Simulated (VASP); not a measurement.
# Li3H2 (Cmc2_1) in VASP: notebook

Runs on Li3H2. Level: PBE. Tasks: single point.

Program: VASP 6.6.1. These are calculated values, not measurements. Logs are shortened: lines on timing, memory, paths and dates and some standing lists are left out, and cuts for length are marked.

**1. The cell of the first run**

It takes space group Cmc2_1 (No. 36, orthorhombic). The conventional cell has a = 9.256 Å, b = 5.582 Å, c = 4.797 Å, α = 90.00°, β = 90.00°, γ = 90.00°. Li (site symmetry m) has 2 H at 1.79 Å within 2.4 Å. Within 2.4 Å of Li (site symmetry 1) lie 3 H at 1.80 to 1.83 Å. Within 2.4 Å of H (site symmetry 1) lie 4 Li at 1.79 to 1.83 Å.

**2. Single point, PBE**

The input, INCAR:

```
ALGO = Normal
EDIFF = 1E-6
ENCUT = 520
GGA = PE
ISIF = 2
ISMEAR = 0
LASPH = T
LCHARG = F
LREAL = F
LWAVE = F
NBANDS = 22
NELM = 60
PREC = Accurate
SIGMA = 0.2
```

The input, KPOINTS:

```
k-points
0
Gamma
  4 4 4
```

The input, POSCAR:

```
Li3H2
1.0
    4.6279265158     -2.7912460799      0.0000000000
    4.6279265158      2.7912460799      0.0000000000
    0.0000000000      0.0000000000      4.7972425920
Li H
6 4
Direct
    0.7950527150      0.2049472850      0.4795200396
    0.2049472850      0.7950527150     -0.0204799604
    0.5356706021      0.8468977381      0.4359662859
    0.4643293979      0.1531022619      0.9359662859
    0.8468977381      0.5356706021      0.9359662859
    0.1531022619      0.4643293979      0.4359662859
    0.4790199211      0.1886883378      0.5605737143
    0.5209800789      0.8113116622      0.0605737143
    0.1886883378      0.4790199211      0.0605737143
    0.8113116622      0.5209800789      0.5605737143
```

Potentials or basis: VASP PAW PBE potentials, release 64 (Li_sv, H).

Command:

```bash
$ cat potpaw_PBE.64/Li_sv/POTCAR potpaw_PBE.64/H/POTCAR > POTCAR
$ mpirun -np 1 vasp_std > vasp.out
```

OUTCAR:

```text
EDIFF = 1E-6
   ENCUT = 520
   GGA = PE
   ISIF = 2
   ISMEAR = 0
   LASPH = T
   LREAL = F
   NELM = 60
   PREC = Accurate

 ion  position               nearest neighbor table
   1  0.795  0.205  0.480-
   2  0.205  0.795  0.980-
   3  0.536  0.847  0.436-
   4  0.464  0.153  0.936-
   5  0.847  0.536  0.936-
   6  0.153  0.464  0.436-
   7  0.479  0.189  0.561-
   8  0.521  0.811  0.061-
   9  0.189  0.479  0.061-
  10  0.811  0.521  0.561-

  LATTYP: Found a base centered orthorhombic cell.
 ALAT       =     5.5824921598
 B/A-ratio  =     1.6580145151
 C/A-ratio  =     0.8593370944

  Lattice vectors:

 A1 = (  -4.6279265158,  -2.7912460799,   0.0000000000)
 A2 = (   4.6279265158,  -2.7912460799,   0.0000000000)
 A3 = (   0.0000000000,   0.0000000000,   4.7972425920)

Analysis of symmetry for initial positions (statically):
=====================================================================
 Subroutine PRICEL returns:
 Original cell was already a primitive cell.

 Routine SETGRP: Setting up the symmetry group for a
 base centered orthorhombic supercell.

 Subroutine GETGRP returns: Found  4 space group operations
 (whereof  2 operations were pure point group operations)
 out of a pool of  8 trial point group operations.

The static configuration has the point symmetry C_1h.
 The point group associated with its full space group is C_2v.

Analysis of symmetry for dynamics (positions and initial velocities):
=====================================================================
 Subroutine PRICEL returns:
 Original cell was already a primitive cell.

 Routine SETGRP: Setting up the symmetry group for a
 base centered orthorhombic supercell.

 Subroutine GETGRP returns: Found  4 space group operations
 (whereof  2 operations were pure point group operations)
 out of a pool of  8 trial point group operations.

The dynamic configuration has the point symmetry C_1h.
 The point group associated with its full space group is C_2v.

 Subroutine INISYM returns: Found  4 space group operations
 (whereof  2 operations are pure point group operations),
 and found     1 'primitive' translations

----------------------------------------------------------------------------------------

                                     Primitive cell

[... 107 lines left out ...]
   NFREE  =      0    steps in history (QN), initial steepest desc. (CG)
   ISIF   =      2    stress and relaxation
   ISYM   =      2    0-nonsym 1-usesym 2-fastsym
   POTIM  = 0.5000    time-step for ionic-motion
   TEBEG  =    0.0;   TEEND  =   0.0 temperature during run
   PSTRESS=    0.0 pullay stress
   NELECT =      22.0000    total number of electrons
   NUPDOWN=      -1.0000    fix difference up-down
   EMIN   =  10.00;   EMAX   =-10.00  energy-range for DOS
   EFERMI =   0.00;   METHOD = LEGACY
   ISMEAR =     0;   SIGMA  =   0.20  broadening in eV -4-tet -1-fermi 0-gaus
   EFERMI_NEDOS =   21; number of points for ismear=-14 and -15
   IALGO  =     38    algorithm
   IMIX   =      4    mixing-type and parameters
     AMIX     =   0.40;   BMIX     =  1.00
     AMIX_MAG =   1.60;   BMIX_MAG =  1.00
  volume/ion in A,a.u.               =      12.39        83.64
  Fermi-wavevector in a.u.,A,eV,Ry     =   0.920055  1.738651 11.517340  0.846501
  Thomas-Fermi vector in A             =   2.045317
   LORBIT       =      0    0 simple, 1 ext, 2 COOP (PROOUT), +10 PAW based schemes
   GGA     = PE    functional components
   LHFCALC =     F    Hartree Fock is set to
   AEXX    =    0.0000 exact exchange contribution
   IVDW    =     0    specifies the selected vdW correction
   LEPSILON=     F    determine dielectric tensor
   LRPA    =     F    only Hartree local field effects (RPA)
 non-spin polarized calculation
 Gauss-broadening in eV      SIGMA  =   0.20
  energy-cutoff  :      520.00
  volume of cell :      123.94
 maximum number of plane-waves:      3360
   NGX = 21   NGY = 21   NGZ = 17

 number of electron      22.0000022 magnetization

 Free energy of the ion-electron system (eV)
  ---------------------------------------------------
  ext. energy  EPLUGINS =         0.00000000
  ---------------------------------------------------
  free energy    TOTEN  =       -27.47863603 eV

  energy without entropy =      -27.45301000  energy(sigma->0) =      -27.46582302

 E-fermi :   0.9208     XC(G=0):  -7.3527

 val. band max:        0.7617702120   @ k =   0.2500  -0.0000   0.0000
 cond. band min:       1.0622792753   @ k =   0.2500   0.2500   0.5000
 fundamental gap:      0.3005090633
 Fermi energy:         0.9207569318

 k-point     1 :       0.0000    0.0000    0.0000
  band No.  band energies     occupation
      1     -45.4639      2.00000
      2     -45.4588      2.00000
      3     -45.4020      2.00000
      4     -45.3853      2.00000
      5     -45.3800      2.00000
      6     -45.3794      2.00000
[... 514 lines left out ...]
     21       9.0866      0.00000
     22       9.0866      0.00000

------------------------ aborting loop because EDIFF is reached ----------------------------------------

  FORCE on cell =-STRESS in cart. coord.  units (eV):
  Direction    XX          YY          ZZ          XY          YZ          ZX
  --------------------------------------------------------------------------------------
  -------------------------------------------------------------------------------------
  Total        0.5114547      0.1949055      0.0485221      0.0000000      0.0000000      0.0000000
  in kB        6.6116756      2.5195815      0.6272542      0.0000000      0.0000000      0.0000000
  external PRESSURE =       3.2528371 kB  Pullay stress =       0.0000000 kB

 VOLUME and BASIS-vectors are now :
 -----------------------------------------------------------------------------
  energy-cutoff  :      520.00
  volume of cell :      123.94
      direct lattice vectors                 reciprocal lattice vectors
     4.627926516 -2.791246080  0.000000000     0.108039745 -0.179131465  0.000000000
     4.627926516  2.791246080  0.000000000     0.108039745  0.179131465  0.000000000
     0.000000000  0.000000000  4.797242592     0.000000000  0.000000000  0.208453081

 POSITION                                       TOTAL-FORCE (eV/Angst)
 -----------------------------------------------------------------------------------
      4.62793     -1.64713      2.30037        -0.000000     -0.041910      0.025654
      4.62793      1.64713      4.69900        -0.000000      0.041910      0.025654
      6.39842      0.86871      2.09144        -0.033084     -0.000093     -0.025368
      2.85743     -0.86871      4.49006         0.033084      0.000093     -0.025368
      6.39842     -0.86871      4.49006        -0.033084      0.000093     -0.025368
      2.85743      0.86871      2.09144         0.033084     -0.000093     -0.025368
      3.09010     -0.81039      2.68921        -0.050450      0.006540      0.012541
      6.16575      0.81039      0.29059         0.050450     -0.006540      0.012541
      3.09010      0.81039      0.29059        -0.050450     -0.006540      0.012541
      6.16575     -0.81039      2.68921         0.050450      0.006540      0.012541
 -----------------------------------------------------------------------------------
    total drift:                               -0.000001      0.000000      0.003994

  FREE ENERGIE OF THE ION-ELECTRON SYSTEM (eV)
  ---------------------------------------------------
  free  energy   TOTEN  =       -27.4786360336 eV

  energy  without entropy=      -27.4530099965  energy(sigma->0) =      -27.46582302
```

OSZICAR:

```text
N       E                     dE             d eps       ncg     rms          rms(c)
DAV:   1     0.105494510788E+03    0.10549E+03   -0.97213E+03   924   0.101E+03
DAV:   2    -0.423566384581E+01   -0.10973E+03   -0.10467E+03   942   0.265E+02
DAV:   3    -0.276745527109E+02   -0.23439E+02   -0.23247E+02  1646   0.623E+01
DAV:   4    -0.295815528418E+02   -0.19070E+01   -0.18944E+01  1384   0.292E+01
DAV:   5    -0.297765301862E+02   -0.19498E+00   -0.19496E+00  1446   0.641E+00    0.716E+00
DAV:   6    -0.279905015839E+02    0.17860E+01   -0.12180E+00  1098   0.409E+00    0.346E+00
DAV:   7    -0.274390194469E+02    0.55148E+00   -0.16838E+00  1142   0.422E+00    0.766E-01
DAV:   8    -0.274838497629E+02   -0.44830E-01   -0.29081E-01  1368   0.188E+00    0.460E-01
DAV:   9    -0.274795681177E+02    0.42816E-02   -0.63074E-03  1260   0.294E-01    0.303E-01
DAV:  10    -0.274785458167E+02    0.10223E-02   -0.41208E-03  1220   0.260E-01    0.510E-02
DAV:  11    -0.274786316266E+02   -0.85810E-04   -0.39679E-04  1450   0.118E-01    0.201E-02
DAV:  12    -0.274786424197E+02   -0.10793E-04   -0.16498E-05  1682   0.234E-02    0.157E-02
DAV:  13    -0.274786363966E+02    0.60231E-05   -0.52467E-06  1142   0.163E-02    0.315E-03
DAV:  14    -0.274786360336E+02    0.36300E-06   -0.57278E-07   726   0.479E-03
   1 F= -.27478636E+02 E0= -.27465823E+02  d E =-.256260E-01
```

stdout:

```text
POSCAR found type information on POSCAR LiH
 POSCAR found :  2 types and      10 ions
 scaLAPACK will be used
 LDA part: xc-table for (Slater+PW92), standard interpolation
 POSCAR, INCAR and KPOINTS ok, starting setup
 FFT: planning ... GRIDC
 FFT: planning ... GRID_SOFT
 FFT: planning ... GRID
 WAVECAR not read
 entering main loop
```

It took 39 s on 1 thread of Intel Xeon Platinum 8488C (Sapphire Rapids), shared host; peak memory 0.23 GiB.

Results:

* Free energy: -27.4786 eV
* Largest force: 0.052 eV/Å
* Band gap on the k mesh: zero (band 11 reaches 1.90 eV, above the bottom of band 12 at 0.46 eV)

Forces in eV/Å, atoms in the order of the input:
```
Li   0.000 -0.042  0.026
Li   0.000  0.042  0.026
Li  -0.033  0.000 -0.025
Li   0.033  0.000 -0.025
Li  -0.033  0.000 -0.025
Li   0.033  0.000 -0.025
H   -0.050  0.007  0.013
H    0.050 -0.007  0.013
H   -0.050 -0.007  0.013
H    0.050  0.007  0.013
```

Levels at points of the mesh, in eV from the Fermi level:
```csv
k point,band 9,band 10,band 11,band 12,band 13,band 14
"(0.00, 0.00, 0.00)",-3.63,-3.63,0.66,0.82,1.01,1.48
"(0.50, 0.00, 0.00)",-3.64,-3.55,-0.41,0.55,2.21,2.37
"(0.50, 0.50, 0.00)",-3.88,-3.33,-1.33,2.13,2.24,2.69
"(0.00, 0.00, 0.50)",-3.83,-3.83,0.98,0.98,2.40,2.40
"(0.50, 0.00, 0.50)",-4.34,-4.34,-0.35,-0.35,2.44,2.44
"(0.50, 0.50, 0.50)",-4.37,-4.37,-0.41,-0.41,2.35,2.35
```

Caveat: the cutoff is under 1.25 times the usual one of these potentials, so pressure, stress and relaxed cells hold a basis-set (Pulay) error.

**3. Single point, PBE**

This run uses another cell than the first one, of 12.67 Å³/atom, 1.023 times its volume.

The input, INCAR:

```
PREC     = Accurate       # precision mode
ENCUT    = 520            # plane-wave cutoff, eV
EDIFF    = 1E-6           # SCF threshold, eV
ISMEAR   = 0              # smearing method
SIGMA    = 0.2            # smearing width, eV
LREAL    = False          # projectors in reciprocal space
LASPH    = True           # aspherical terms in the spheres
NELM     = 100            # most SCF steps
ALGO     = Normal         # electronic algorithm
ISIF     = 2              # what is computed and relaxed
LWAVE    = False          # write WAVECAR
LCHARG   = False          # write CHGCAR
GGA      = PE             # functional
NBANDS   = 22             # bands
```

The input, KPOINTS:

```
regular mesh
0
Gamma
  4 4 4
```

The input, POSCAR:

```
Li3H2
1.0
    0.0000000000      0.0000000000     -4.8246081605
    4.6861491805     -2.8029123207      0.0000000000
   -4.6861491805     -2.8029123207      0.0000000000
Li H
6 4
Direct
    0.4874431016      0.2023492684      0.2023492684
    0.9874431016      0.7976507316      0.7976507316
    0.4332002318      0.8446849009      0.4625647116
    0.9332002318      0.1553150991      0.5374352884
    0.9332002318      0.5374352884      0.1553150991
    0.4332002318      0.4625647116      0.8446849009
    0.5593782374      0.1840003151      0.5214178992
    0.0593782374      0.8159996849      0.4785821008
    0.0593782374      0.4785821008      0.8159996849
    0.5593782374      0.5214178992      0.1840003151
```

Potentials or basis: VASP PAW PBE potentials, release 64 (Li_sv, H).

Command:

```bash
$ cat potpaw_PBE.64/Li_sv/POTCAR potpaw_PBE.64/H/POTCAR > POTCAR
$ mpirun -np 1 vasp_std > vasp.out
```

It took 41 s on 1 thread of Intel Xeon Platinum 8488C (Sapphire Rapids), shared host; peak memory 0.23 GiB.

Results (log left out):

```yaml
Free_energy: -27.4872 eV
Largest_force: 0.021 eV/Å
Band_gap_on_the_k_mesh: zero (band 11 reaches 1.80 eV, above the bottom of band 12 at 0.40 eV)
```

Forces in eV/Å, atoms in the order of the input:
```
Li   0.000 -0.003  0.003
Li   0.000  0.003  0.003
Li   0.000  0.000  0.000
Li   0.000  0.000  0.000
Li   0.000  0.000  0.000
Li   0.000  0.000  0.000
H    0.020 -0.006 -0.001
H   -0.020  0.006 -0.001
H    0.020  0.006 -0.001
H   -0.020 -0.006 -0.001
```

Levels at points of the mesh, in eV from the Fermi level:
```csv
k point,band 7,band 8,band 9,band 10,band 11,band 12,band 13,band 14,band 15,band 16
"(0.00, 0.00, 0.00)",-6.05,-3.89,-3.65,-3.62,0.70,0.80,1.03,1.35,2.65,4.62
"(0.50, 0.00, 0.00)",-5.13,-5.13,-3.82,-3.82,0.95,0.95,2.37,2.37,2.55,2.55
"(0.00, 0.50, 0.00)",-5.41,-5.02,-3.62,-3.56,-0.39,0.51,2.22,2.34,3.57,4.92
"(0.50, 0.50, 0.00)",-4.69,-4.69,-4.33,-4.33,-0.34,-0.34,2.39,2.39,4.51,4.51
"(0.00, 0.50, 0.50)",-5.51,-4.78,-3.88,-3.36,-1.31,2.15,2.28,2.63,2.98,4.22
"(0.50, 0.50, 0.50)",-4.70,-4.70,-4.31,-4.31,-0.42,-0.42,2.34,2.34,4.45,4.45
```

Caveat: the cutoff is under 1.25 times the usual one of these potentials, so pressure, stress and relaxed cells hold a basis-set (Pulay) error.
